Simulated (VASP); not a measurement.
# I (Cmce) in VASP: single point with LDA

Aim: the single point of I with LDA.

All numbers are computed with VASP 6.6.1; they aren't measurements. Logs are shortened: lines on timing, memory, paths and dates and some standing lists are left out, and cuts for length are marked.

### 1 The cell of the first run

Symmetry: Cmce, No. 64, orthorhombic system. The conventional cell has a = 7.487 Å, b = 4.598 Å, c = 9.634 Å, α = 90.00°, β = 90.00°, γ = 90.00°. Within 3.2 Å of I (site symmetry m) lie 1 I at 2.45 Å.

### 2 Single point, LDA (strained)

Input file INCAR:

```
SYSTEM = I
ALGO = Normal
EDIFF = 1E-7
ENCUT = 520
ISIF = 2
ISMEAR = 0
LASPH = .TRUE.
LCHARG = .FALSE.
LREAL = .FALSE.
LWAVE = .FALSE.
NBANDS = 22
NELM = 60
PREC = Accurate
SIGMA = 0.02
```

Input file KPOINTS:

```
k-points
0
G
  8 8 4
  0 0 0
```

Input file POSCAR:

```
I
1.0
    3.7437251000     -2.2992025000      0.0000000000
    3.7437251000      2.2992025000      0.0000000000
    0.0000000000      0.0000000000      9.6341802000
I
4
Direct
    0.8564126263      0.1435873737      0.1072704214
    0.6435873737      0.3564126263      0.6072704214
    0.1435873737      0.8564126263      0.8927295786
    0.3564126263      0.6435873737      0.3927295786
```

Potentials or basis: VASP PAW LDA potentials, release 64 (I).

On the command line:

```bash
cat potpaw_LDA.64/I/POTCAR > POTCAR
mpirun -np 1 vasp_std > vasp.out
```

OUTCAR:

```text
SYSTEM = I
   EDIFF = 1E-7
   ENCUT = 520
   ISIF = 2
   ISMEAR = 0
   LASPH = .TRUE.
   LREAL = .FALSE.
   NELM = 60
   PREC = Accurate

 ion  position               nearest neighbor table
   1  0.856  0.144  0.107-   3 2.45
   2  0.644  0.356  0.607-   4 2.45
   3  0.144  0.856  0.893-   1 2.45
   4  0.356  0.644  0.393-   2 2.45

  LATTYP: Found a base centered orthorhombic cell.
 ALAT       =     4.5984050000
 B/A-ratio  =     1.6282711505
 C/A-ratio  =     2.0951134578

  Lattice vectors:

 A1 = (  -3.7437251000,  -2.2992025000,   0.0000000000)
 A2 = (   3.7437251000,  -2.2992025000,   0.0000000000)
 A3 = (   0.0000000000,   0.0000000000,   9.6341802000)

Analysis of symmetry for initial positions (statically):
=====================================================================
 Subroutine PRICEL returns:
 Original cell was already a primitive cell.

 Routine SETGRP: Setting up the symmetry group for a
 base centered orthorhombic supercell.

 Subroutine GETGRP returns: Found  8 space group operations
 (whereof  4 operations were pure point group operations)
 out of a pool of  8 trial point group operations.

The static configuration has the point symmetry C_2h.
 The point group associated with its full space group is D_2h.

Analysis of symmetry for dynamics (positions and initial velocities):
=====================================================================
 Subroutine PRICEL returns:
 Original cell was already a primitive cell.

 Routine SETGRP: Setting up the symmetry group for a
 base centered orthorhombic supercell.

 Subroutine GETGRP returns: Found  8 space group operations
 (whereof  4 operations were pure point group operations)
 out of a pool of  8 trial point group operations.

The dynamic configuration has the point symmetry C_2h.
 The point group associated with its full space group is D_2h.

 Subroutine INISYM returns: Found  8 space group operations
 (whereof  4 operations are pure point group operations),
 and found     1 'primitive' translations

----------------------------------------------------------------------------------------

                                     Primitive cell

  volume of cell :     165.8540

  direct lattice vectors                    reciprocal lattice vectors
     3.743725100 -2.299202500  0.000000000     0.133556815 -0.217466709  0.000000000
     3.743725100  2.299202500  0.000000000     0.133556815  0.217466709  0.000000000
     0.000000000  0.000000000  9.634180200     0.000000000  0.000000000  0.103797104
[... 89 lines left out ...]
   LREAL  =      F    real-space projection
   EDIFFG = 0.1E-05   stopping-criterion for IOM
   NSW    =      0    number of steps for IOM
   IBRION =     -1    ionic relax: 0-MD 1-quasi-New 2-CG
   NFREE  =      0    steps in history (QN), initial steepest desc. (CG)
   ISIF   =      2    stress and relaxation
   ISYM   =      2    0-nonsym 1-usesym 2-fastsym
   POTIM  = 0.5000    time-step for ionic-motion
   TEBEG  =    0.0;   TEEND  =   0.0 temperature during run
   PSTRESS=    0.0 pullay stress
   NELECT =      28.0000    total number of electrons
   NUPDOWN=      -1.0000    fix difference up-down
   EMIN   =  10.00;   EMAX   =-10.00  energy-range for DOS
   EFERMI =   0.00;   METHOD = LEGACY
   ISMEAR =     0;   SIGMA  =   0.02  broadening in eV -4-tet -1-fermi 0-gaus
   EFERMI_NEDOS =   21; number of points for ismear=-14 and -15
   IALGO  =     38    algorithm
   IMIX   =      4    mixing-type and parameters
     AMIX     =   0.40;   BMIX     =  1.00
     AMIX_MAG =   1.60;   BMIX_MAG =  1.00
  volume/ion in A,a.u.               =      41.46       279.81
  Fermi-wavevector in a.u.,A,eV,Ry     =   0.904799  1.709823 11.138567  0.818662
  Thomas-Fermi vector in A             =   2.028290
   LORBIT       =      0    0 simple, 1 ext, 2 COOP (PROOUT), +10 PAW based schemes
   GGA     = CA    functional components
   LHFCALC =     F    Hartree Fock is set to
   AEXX    =    0.0000 exact exchange contribution
   IVDW    =     0    specifies the selected vdW correction
   LEPSILON=     F    determine dielectric tensor
   LRPA    =     F    only Hartree local field effects (RPA)
 non-spin polarized calculation
 Gauss-broadening in eV      SIGMA  =   0.02
  energy-cutoff  :      520.00
  volume of cell :      165.85
 maximum number of plane-waves:      4491
 NGX is ok and might be reduce to    36
   NGX = 17   NGY = 17   NGZ = 35

 number of electron      27.9999996 magnetization

 Free energy of the ion-electron system (eV)
  ---------------------------------------------------
  ext. energy  EPLUGINS =         0.00000000
  ---------------------------------------------------
  free energy    TOTEN  =        -6.89643974 eV

  energy without entropy =       -6.89643974  energy(sigma->0) =       -6.89643974

 E-fermi :   3.0565     XC(G=0):  -8.4288

 val. band max:        2.9124165098   @ k =   0.0000   0.0000   0.0000
 cond. band min:       4.6918833314   @ k =   0.1250  -0.0000   0.0000
 fundamental gap:      1.7794668216
 Fermi energy:         3.0565323778

 k-point     1 :       0.0000    0.0000    0.0000
  band No.  band energies     occupation
      1     -11.8325      2.00000
      2     -11.5142      2.00000
      3      -8.6156      2.00000
      4      -7.6505      2.00000
      5      -2.3914      2.00000
      6      -0.8618      2.00000
[... 589 lines left out ...]
     21       9.7042      0.00000
     22      10.1297      0.00000

 [... further k-points ...]

------------------------ aborting loop because EDIFF is reached ----------------------------------------

  FORCE on cell =-STRESS in cart. coord.  units (eV):
  Direction    XX          YY          ZZ          XY          YZ          ZX
  --------------------------------------------------------------------------------------
  -------------------------------------------------------------------------------------
  Total       -1.1687745      4.5914232     12.9937155      0.0000000      0.0000000      0.0000000
  in kB      -11.2905571     44.3539161    125.5214659      0.0000000      0.0000000      0.0000000
  external PRESSURE =      52.8616083 kB  Pullay stress =       0.0000000 kB

 VOLUME and BASIS-vectors are now :
 -----------------------------------------------------------------------------
  energy-cutoff  :      520.00
  volume of cell :      165.85
      direct lattice vectors                 reciprocal lattice vectors
     3.743725100 -2.299202500  0.000000000     0.133556815 -0.217466709  0.000000000
     3.743725100  2.299202500  0.000000000     0.133556815  0.217466709  0.000000000
     0.000000000  0.000000000  9.634180200     0.000000000  0.000000000  0.103797104

 POSITION                                       TOTAL-FORCE (eV/Angst)
 -----------------------------------------------------------------------------------
      3.74373     -1.63893      1.03346         0.000000      2.155263      3.602435
      3.74373     -0.66027      5.85055         0.000000     -2.155263      3.602435
      3.74373      1.63893      8.60072         0.000000     -2.155263     -3.602435
      3.74373      0.66027      3.78363         0.000000      2.155263     -3.602435
 -----------------------------------------------------------------------------------
    total drift:                               -0.000000      0.000000     -0.000000

  FREE ENERGIE OF THE ION-ELECTRON SYSTEM (eV)
  ---------------------------------------------------
  free  energy   TOTEN  =        -6.8964397400 eV

  energy  without entropy=       -6.8964397400  energy(sigma->0) =       -6.89643974
```

OSZICAR:

```text
N       E                     dE             d eps       ncg     rms          rms(c)
DAV:   1     0.153482059934E+03    0.15348E+03   -0.10268E+04  2772   0.102E+03
DAV:   2     0.522650864388E+01   -0.14826E+03   -0.14346E+03  3828   0.156E+02
DAV:   3    -0.688783089982E+01   -0.12114E+02   -0.12077E+02  3704   0.513E+01
DAV:   4    -0.713715851463E+01   -0.24933E+00   -0.24929E+00  3566   0.841E+00
DAV:   5    -0.714336027626E+01   -0.62018E-02   -0.62016E-02  3622   0.133E+00    0.144E+01
DAV:   6    -0.696227343783E+01    0.18109E+00   -0.14161E-01  3246   0.173E+00    0.969E+00
DAV:   7    -0.690724930006E+01    0.55024E-01   -0.34848E-01  3252   0.262E+00    0.101E+00
DAV:   8    -0.689643152347E+01    0.10818E-01   -0.52755E-02  3000   0.113E+00    0.577E-01
DAV:   9    -0.689646431836E+01   -0.32795E-04   -0.19058E-03  3384   0.224E-01    0.251E-01
DAV:  10    -0.689646054338E+01    0.37750E-05   -0.83280E-05  3298   0.521E-02    0.194E-01
DAV:  11    -0.689644259738E+01    0.17946E-04   -0.32710E-05  3312   0.256E-02    0.323E-02
DAV:  12    -0.689643976255E+01    0.28348E-05   -0.70699E-06  3276   0.134E-02    0.145E-02
DAV:  13    -0.689643980113E+01   -0.38576E-07   -0.24773E-06  3272   0.740E-03    0.158E-02
DAV:  14    -0.689643973998E+01    0.61149E-07   -0.26911E-07  2640   0.240E-03
   1 F= -.68964397E+01 E0= -.68964397E+01  d E =-.124206E-26
```

stdout:

```text
POSCAR found type information on POSCAR I
 POSCAR found :  1 types and       4 ions
 scaLAPACK will be used
 LDA part: xc-table for (Slater(with rela. corr.)+CA(PZ))
 , standard interpolation
 POSCAR, INCAR and KPOINTS ok, starting setup
 FFT: planning ... GRIDC
 FFT: planning ... GRID_SOFT
 FFT: planning ... GRID
 WAVECAR not read
 entering main loop
```

It took 5.1 min on 1 thread of Oxide Virtual Turin-like, shared host; peak memory 0.3 GiB.

Results:

| Item | Value |
| --- | --- |
| Free energy | -6.8964 eV |
| Pressure | 5.3 GPa |
| Largest force | 4.198 eV/Å |
| Band gap on the k mesh | 1.78 eV (least direct gap 1.83 eV) |

Forces in eV/Å, atoms in the order of the input:
```
I    0.000  2.155  3.602
I    0.000 -2.155  3.602
I    0.000 -2.155 -3.602
I    0.000  2.155 -3.602
```

Caveat: the cell differs from its parent crystal (strained); the stress differs along the axes, from -1 to 13 GPa; spin-orbit coupling is left out, which moves the levels of the heavy elements; forces of over 1 eV/Å act on the atoms, so gaps and moduli don't describe the material at rest.
